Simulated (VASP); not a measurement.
A run of VASP 6.6.1 is set up as follows.

INCAR

```
SYSTEM = TiB2
PREC = Accurate ; ENCUT = 520
EDIFF = 1E-6 ; ISMEAR = 0
SIGMA = 0.1 ; LREAL = .FALSE.
LASPH = .TRUE. ; NELM = 80
ALGO = Normal ; ISIF = 2
LWAVE = .FALSE. ; LCHARG = .FALSE.
GGA = PS ; NBANDS = 16
```

The input KPOINTS:

```
Automatic mesh
0
G
  18 18 14
  0 0 0
```

File POSCAR:

```
TiB2
1.0
    3.0172065491      0.0000000000      0.0000000000
   -1.5086032746      2.6129775200      0.0000000000
    0.0000000000      0.0000000000      3.1858007607
Ti B
1 2
Direct
    0.0000000000      0.0000000000      0.0000000000
    0.3333333333      0.6666666667      0.5000000000
    0.6666666667      0.3333333333      0.5000000000
```

Potentials or basis: VASP PAW PBE potentials, release 64 (Ti_sv, B).

Command:

```console
$ cat potpaw_PBE.64/Ti_sv/POTCAR potpaw_PBE.64/B/POTCAR > POTCAR
$ mpirun -np 1 vasp_std > vasp.out
```

What does it give for the band gap on the k mesh?

Zero (band 9 reaches 10.52 eV, above the bottom of band 10 at 9.89 eV).

Predict the pressure.

0.4 GPa.

Stress tensor (GPa, compression positive):
```
0.43 0.00 0.00
0.00 0.43 0.00
0.00 0.00 0.29
```

Caveat: the PAW data sets were made with another functional, which shifts forces and pressure a little.
